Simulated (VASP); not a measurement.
WSe2: single point with PBE+D3(BJ)

The system is WSe2.

```xyz
6
Lattice="3.1316 0.0000 0.0000 -1.5658 2.7121 0.0000 0.0000 0.0000 13.0207" Properties=species:S:1:pos:R:3 pbc="T T T"
W     1.5658    0.9040    3.2551
W     0.0000    1.8080    9.7657
Se    0.0000    1.8080    4.9973
Se    1.5658    0.9040   11.5079
Se    0.0000    1.8080    1.5128
Se    1.5658    0.9040    8.0234
```

This cell differs from its parent crystal: biaxial strain in the a-b plane: -4.5 %, then relaxed in part.

- Program: VASP 6.6.1
- Task: single point
- Functional: PBE
- Dispersion: D3(BJ)
- Potentials or basis: VASP PAW PBE potentials, release 64 (W_sv, Se)
- Cutoff: 520 eV
- k mesh: 12 × 12 × 2
- Occupations: gaussian, width 0.02 eV
- Spin: no spin polarisation

```yaml
Pressure: 8.9 GPa
Largest_force: 0.056 eV/Å
Band_gap_on_the_k_mesh: 0.79 eV, indirect (least direct gap 1.50 eV)
Dispersion_energy_per_atom: -0.513 eV
```

Forces on the atoms (eV/Å):
```
W    0.000  0.000  0.000
W    0.000  0.000  0.000
Se   0.000  0.000  0.056
Se   0.000  0.000  0.056
Se   0.000  0.000 -0.056
Se   0.000  0.000 -0.056
```

Stress tensor (GPa, compression positive):
```
13.01  0.00  0.00
 0.00 13.01  0.00
 0.00  0.00  0.55
```

Levels at points of the mesh, in eV from the valence-band top:
| k point | band 23 | band 24 | band 25 | band 26 | band 27 | band 28 | band 29 | band 30 |
| --- | --- | --- | --- | --- | --- | --- | --- | --- |
| (0.00, 0.00, 0.00) | -0.83 | -0.77 | -0.77 | -0.24 | 3.25 | 3.25 | 3.29 | 3.29 |
| (0.50, 0.00, 0.00) | -1.40 | -1.34 | -0.74 | -0.41 | 2.42 | 3.05 | 3.08 | 3.11 |
| (0.00, 0.00, 0.50) | -0.80 | -0.80 | -0.52 | -0.52 | 3.27 | 3.27 | 3.27 | 3.27 |
| (0.50, 0.00, 0.50) | -1.35 | -1.35 | -0.57 | -0.57 | 2.78 | 2.78 | 3.06 | 3.06 |

Wall time 64 s on 1 thread of Intel(R) Xeon(R) 6975P-C (Granite Rapids) (shared host), peak memory 0.3 GiB.

Caveat: the cell differs from its parent crystal (biaxial strain in the a-b plane: -4.5 %, then relaxed in part); spin-orbit coupling is left out, which moves the levels of the heavy elements. A k mesh can miss the band edges.
